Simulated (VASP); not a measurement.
# SrSn2O3 (P-3m1) in VASP: single point with PBE

Aim: the single point of SrSn2O3 with PBE.

All numbers are computed with VASP 6.6.1; they aren't measurements. Logs are shortened: lines on timing, memory, paths and dates and some standing lists are left out, and cuts for length are marked.

## 1. The cell of the first run

The structure is trigonal, space group P-3m1 (No. 164). The conventional cell has a = 4.673 Å, b = 4.673 Å, c = 5.332 Å, α = 90.00°, β = 90.00°, γ = 120.00°. Sr (site symmetry -3m) has 8 O at 2.67 to 2.98 Å and 6 Sn at 3.35 Å within 3.5 Å. Within 2.8 Å of Sn (site symmetry 3m) lie 7 O at 2.09 to 2.79 Å. Within 2.8 Å of O (site symmetry 3m) lie 4 Sn at 2.09 to 2.79 Å. Within 3.5 Å of O (site symmetry -3m) lie 2 Sr at 2.67 Å and 6 Sn at 2.78 Å and 6 O at 3.04 Å.

## 2. Single point, PBE

POSCAR reads:

```
SrSn2O3
1.0
    4.6729809583      0.0000000000      0.0000000000
   -2.3364904792      4.0469202213      0.0000000000
    0.0000000000      0.0000000000      5.3318622038
Sr Sn O
1 2 3
Direct
    0.0000000000      0.0000000000      0.0000000000
    0.3333333333      0.6666666667      0.3716092977
    0.6666666667      0.3333333333      0.6283907023
    0.3333333333      0.6666666667      0.7627179784
    0.6666666667      0.3333333333      0.2372820216
    0.0000000000      0.0000000000      0.5000000000
```

INCAR.step1 reads:

```
ALGO = Normal
EDIFF = 1E-7
ENCUT = 520
GGA = PE
ISIF = 2
ISMEAR = 0
LASPH = True
LCHARG = True
LREAL = False
LWAVE = False
NBANDS = 37
NELM = 80
PREC = Accurate
SIGMA = 0.02
```

KPOINTS.step1 reads:

```
k-points
0
Gamma
  6 6 6
```

INCAR.step2 reads:

```
ALGO = Normal
EDIFF = 1E-7
ENCUT = 520
GGA = PE
ICHARG = 11
ISIF = 2
ISMEAR = -5
LASPH = True
LCHARG = False
LORBIT = 11
LREAL = False
LWAVE = False
NBANDS = 37
NEDOS = 2001
NELM = 80
PREC = Accurate
SIGMA = 0.02
```

KPOINTS.step2 reads:

```
k-points
0
Gamma
  9 9 9
```

Potentials or basis: VASP PAW PBE potentials, release 64 (Sr_sv, Sn_d, O).

Run with:

```console
cat potpaw_PBE.64/Sr_sv/POTCAR potpaw_PBE.64/Sn_d/POTCAR potpaw_PBE.64/O/POTCAR > POTCAR
cp INCAR.step1 INCAR
cp KPOINTS.step1 KPOINTS
mpirun -np 1 vasp_std > vasp.out
cp INCAR.step2 INCAR
cp KPOINTS.step2 KPOINTS
mpirun -np 1 vasp_std > vasp.out
```

OUTCAR:

```text
EDIFF = 1E-7
   ENCUT = 520
   GGA = PE
   ICHARG = 11
   ISIF = 2
   ISMEAR = -5
   LASPH = True
   LORBIT = 11
   LREAL = False
   NELM = 80
   PREC = Accurate

 ion  position               nearest neighbor table
   1  0.000  0.000  0.000-   6 2.67   6 2.67   4 2.98   5 2.98   5 2.98   4 2.98   5 2.98   4 2.98
                             2 3.35   3 3.35   2 3.35   3 3.35   3 3.35   2 3.35   2 4.30   3 4.30
   2  0.333  0.667  0.372-   4 2.09   6 2.78   6 2.78   6 2.78   5 2.79   5 2.79   5 2.79   3 3.03
                             3 3.03   3 3.03   1 3.35   1 3.35   1 3.35   1 4.30   1 4.30   1 4.30
   3  0.667  0.333  0.628-   5 2.09   6 2.78   6 2.78   6 2.78   4 2.79   4 2.79   4 2.79   2 3.03
                             2 3.03   2 3.03   1 3.35   1 3.35   1 3.35   1 4.30   1 4.30   1 4.30
   4  0.333  0.667  0.763-   2 2.09   3 2.79   3 2.79   3 2.79   1 2.98   1 2.98   1 2.98
   5  0.667  0.333  0.237-   3 2.09   2 2.79   2 2.79   2 2.79   1 2.98   1 2.98   1 2.98
   6  0.000  0.000  0.500-   1 2.67   1 2.67   3 2.78   2 2.78   3 2.78   2 2.78   3 2.78   2 2.78

  LATTYP: Found a hexagonal cell.
 ALAT       =     4.6729809583
 C/A-ratio  =     1.1409980591

  Lattice vectors:

 A1 = (   4.6729809583,   0.0000000000,   0.0000000000)
 A2 = (  -2.3364904792,   4.0469202213,   0.0000000000)
 A3 = (   0.0000000000,   0.0000000000,   5.3318622038)

Analysis of symmetry for initial positions (statically):
=====================================================================
 Subroutine PRICEL returns:
 Original cell was already a primitive cell.

 Routine SETGRP: Setting up the symmetry group for a
 hexagonal supercell.

 Subroutine GETGRP returns: Found 12 space group operations
 (whereof 12 operations were pure point group operations)
 out of a pool of 24 trial point group operations.

The static configuration has the point symmetry D_3d.

Analysis of symmetry for dynamics (positions and initial velocities):
=====================================================================
 Subroutine PRICEL returns:
 Original cell was already a primitive cell.

 Routine SETGRP: Setting up the symmetry group for a
 hexagonal supercell.

 Subroutine GETGRP returns: Found 12 space group operations
 (whereof 12 operations were pure point group operations)
 out of a pool of 24 trial point group operations.

The dynamic configuration has the point symmetry D_3d.

 Subroutine INISYM returns: Found 12 space group operations
 (whereof 12 operations are pure point group operations),
 and found     1 'primitive' translations

----------------------------------------------------------------------------------------

                                     Primitive cell

  volume of cell :     100.8318

  direct lattice vectors                    reciprocal lattice vectors
     4.672980958  0.000000000  0.000000000     0.213996164  0.123550743  0.000000000
    -2.336490479  4.046920221  0.000000000     0.000000000  0.247101486  0.000000000
     0.000000000  0.000000000  5.331862204     0.000000000  0.000000000  0.187551734

  length of vectors
     4.672980958  4.672980958  5.331862204     0.247101486  0.247101486  0.187551734

  position of ions in fractional coordinates (direct lattice)
     0.000000000  0.000000000  0.000000000
     0.333333333  0.666666667  0.371609298
     0.666666667  0.333333333  0.628390702
     0.333333333  0.666666667  0.762717978
     0.666666667  0.333333333  0.237282022
     0.000000000  0.000000000  0.500000000

  ion indices of the primitive-cell ions
   primitive index   ion index
                 1           1
                 2           2
                 3           3
                 4           4
                 5           5
                 6           6

----------------------------------------------------------------------------------------

 KPOINTS: k-points

Automatic generation of k-mesh.
 Grid dimensions read from file:
 generate k-points for:    9    9    9

 Generating k-lattice:

  Cartesian coordinates                     Fractional coordinates (reciprocal lattice)
     0.023777352  0.013727860  0.000000000     0.111111111  0.000000000  0.000000000
     0.000000000  0.027455721  0.000000000     0.000000000  0.111111111  0.000000000
     0.000000000  0.000000000  0.020839082     0.000000000  0.000000000  0.111111111

  Length of vectors
     0.027455721  0.027455721  0.020839082

  Shift w.r.t. Gamma in fractional coordinates (k-lattice)
     0.000000000  0.000000000  0.000000000

 TETIRR: Found   1023 inequivalent tetrahedra from     4374

 Subroutine IBZKPT returns following result:
 ===========================================

 Found     88 irreducible k-points:

 Following reciprocal coordinates:
            Coordinates               Weight
  0.000000  0.000000  0.000000      1.000000
  0.111111 -0.000000  0.000000      6.000000
  0.222222 -0.000000  0.000000      6.000000
  0.333333 -0.000000  0.000000      6.000000
  0.444444 -0.000000  0.000000      6.000000
  0.111111  0.111111  0.000000      6.000000
[... 16 lines left out ...]
  0.222222  0.111111  0.111111     12.000000
 -0.111111  0.333333  0.111111     12.000000
 [... further k-points ...]
   k-points           NKPTS =     88   k-points in BZ     NKDIM =     88   number of bands    NBANDS=     37
   number of dos      NEDOS =   2001   number of ions     NIONS =      6
   total plane-waves  NPLWV =  51840
   dimension x,y,z NGX =    36 NGY =   36 NGZ =   40
   dimension x,y,z NGXF=    72 NGYF=   72 NGZF=   80
   ions per type =               1   2   3
   NGX,Y,Z   is equivalent  to a cutoff of  12.81, 12.81, 12.47 a.u.
   NGXF,Y,Z  is equivalent  to a cutoff of  25.61, 25.61, 24.94 a.u.
 SYSTEM =  unknown system
   PREC   = accura    normal or accurate (medium, high low for compatibility)
   ISTART =      0    job   : 0-new  1-cont  2-samecut
   ICHARG =     11    charge: 1-file 2-atom 10-const
   ISPIN  =      1    spin polarized calculation?
   LNONCOLLINEAR =      F non collinear calculations
   LSORBIT =      F    spin-orbit coupling
   LASPH  =      T    aspherical Exc in radial PAW
   ENCUT  =  520.0 eV  38.22 Ry    6.18 a.u.   8.69  8.69  9.91*2*pi/ulx,y,z
   NELM   =     80;   NELMIN=  2; NELMDL=  0     # of ELM steps
   EDIFF  = 0.1E-06   stopping-criterion for ELM
   LREAL  =      F    real-space projection
   EDIFFG = 0.1E-05   stopping-criterion for IOM
   NSW    =      0    number of steps for IOM
   IBRION =     -1    ionic relax: 0-MD 1-quasi-New 2-CG
   NFREE  =      0    steps in history (QN), initial steepest desc. (CG)
   ISIF   =      2    stress and relaxation
   ISYM   =      2    0-nonsym 1-usesym 2-fastsym
   POTIM  = 0.5000    time-step for ionic-motion
   TEBEG  =    0.0;   TEEND  =   0.0 temperature during run
   PSTRESS=    0.0 pullay stress
   NELECT =      56.0000    total number of electrons
   NUPDOWN=      -1.0000    fix difference up-down
   EMIN   =  10.00;   EMAX   =-10.00  energy-range for DOS
   EFERMI =   0.00;   METHOD = LEGACY
   ISMEAR =    -5;   SIGMA  =   0.02  broadening in eV -4-tet -1-fermi 0-gaus
   EFERMI_NEDOS =   21; number of points for ismear=-14 and -15
   IALGO  =     38    algorithm
   IMIX   =      4    mixing-type and parameters
     AMIX     =   0.40;   BMIX     =  1.00
     AMIX_MAG =   1.60;   BMIX_MAG =  1.00
  volume/ion in A,a.u.               =      16.81       113.41
  Fermi-wavevector in a.u.,A,eV,Ry     =   1.345669  2.542946 24.637778  1.810826
  Thomas-Fermi vector in A             =   2.473563
   LORBIT       =     11    0 simple, 1 ext, 2 COOP (PROOUT), +10 PAW based schemes
   GGA     = PE    functional components
   LHFCALC =     F    Hartree Fock is set to
   AEXX    =    0.0000 exact exchange contribution
   IVDW    =     0    specifies the selected vdW correction
   LEPSILON=     F    determine dielectric tensor
   LRPA    =     F    only Hartree local field effects (RPA)
 non-spin polarized calculation
 Fermi weights with tetrahedron method with Bloechl corrections
  energy-cutoff  :      520.00
  volume of cell :      100.83
 maximum number of plane-waves:      2744
 NGX is ok and might be reduce to    36

 number of electron      55.9999983 magnetization

 Free energy of the ion-electron system (eV)
  ---------------------------------------------------
  ext. energy  EPLUGINS =         0.00000000
  ---------------------------------------------------
  free energy    TOTEN  =       -31.54111938 eV

  energy without entropy =      -31.54111938  energy(sigma->0) =      -31.54111938

 E-fermi :   5.5512     XC(G=0): -10.5135

 val. band max:        5.5376637141   @ k =   0.4444  -0.0000   0.4444
 cond. band min:       6.8464524904   @ k =   0.4444  -0.0000   0.4444
 fundamental gap:      1.3087887763
 Fermi energy:         5.5511560313

 k-point     1 :       0.0000    0.0000    0.0000
  band No.  band energies     occupation
      1     -28.9684      2.00000
      2     -15.7041      2.00000
      3     -15.7041      2.00000
      4     -15.6796      2.00000
      5     -15.6085      2.00000
      6     -15.6085      2.00000
[... 29 lines left out ...]
     36      12.0304      0.00000
     37      12.0731      0.00000

 k-point     2 :       0.1111   -0.0000    0.0000
  band No.  band energies     occupation
      1     -28.9680      2.00000
      2     -15.7062      2.00000
      3     -15.7008      2.00000
      4     -15.6773      2.00000
      5     -15.6106      2.00000
      6     -15.6007      2.00000
[... 29 lines left out ...]
     36      11.8512      0.00000
     37      12.0860      0.00000
[... 838 lines left out ...]
     36      12.0361      0.00000
     37      12.3787      0.00000

 k-point    24 :      -0.1111    0.3333    0.1111
  band No.  band energies     occupation
      1     -28.9660      2.00000
      2     -15.7170      2.00000
      3     -15.6830      2.00000
      4     -15.6601      2.00000
      5     -15.6132      2.00000
      6     -15.5604      2.00000
[... 29 lines left out ...]
     36      12.0085      0.00000
     37      12.1828      0.00000

 [... further k-points ...]
[... 5 lines left out ...]
  --------------------------------------------------------------------------------------
  -------------------------------------------------------------------------------------
  Total        0.0219387      0.0219387      0.3325391     -0.0000000      0.0000000     -0.0000000
  in kB        0.3485977      0.3485977      5.2839132     -0.0000000      0.0000000     -0.0000000
  external PRESSURE =       1.9937029 kB  Pullay stress =       0.0000000 kB

 VOLUME and BASIS-vectors are now :
 -----------------------------------------------------------------------------
  energy-cutoff  :      520.00
  volume of cell :      100.83
      direct lattice vectors                 reciprocal lattice vectors
     4.672980958  0.000000000  0.000000000     0.213996164  0.123550743  0.000000000
    -2.336490479  4.046920221  0.000000000     0.000000000  0.247101486  0.000000000
     0.000000000  0.000000000  5.331862204     0.000000000  0.000000000  0.187551734

 POSITION                                       TOTAL-FORCE (eV/Angst)
 -----------------------------------------------------------------------------------
      0.00000      0.00000      0.00000         0.000000      0.000000      0.000000
     -0.00000      2.69795      1.98137         0.000000     -0.000000     -0.053385
      2.33649      1.34897      3.35049        -0.000000      0.000000      0.053385
     -0.00000      2.69795      4.06671         0.000000     -0.000000      0.059322
      2.33649      1.34897      1.26516         0.000000      0.000000     -0.059322
      0.00000      0.00000      2.66593         0.000000      0.000000      0.000000
 -----------------------------------------------------------------------------------
    total drift:                               -0.000000      0.000000      0.000000

  FREE ENERGIE OF THE ION-ELECTRON SYSTEM (eV)
  ---------------------------------------------------
  free  energy   TOTEN  =       -31.5411193847 eV

  energy  without entropy=      -31.5411193847  energy(sigma->0) =      -31.54111938

 total charge

# of ion       s       p       d       tot
------------------------------------------
    1        1.999   5.775   0.182   7.956
    2        1.361   0.758  10.041  12.160
    3        1.361   0.758  10.041  12.160
    4        1.582   3.329   0.000   4.910
    5        1.582   3.329   0.000   4.910
    6        1.576   3.297   0.000   4.873
--------------------------------------------------
tot          9.462  17.244  20.263  46.969
```

Run time: 9.7 min. Hardware: 1 thread of Oxide Virtual Turin-like, shared host; peak memory 0.39 GiB.

Results:

| Quantity | Value |
| --- | --- |
| Valence electrons inside the program's atomic spheres | Sr 7.96; Sn 12.16; O 4.91, 4.87 (each value once) |

Caveat: spin-orbit coupling is left out, which moves the levels of the heavy elements.
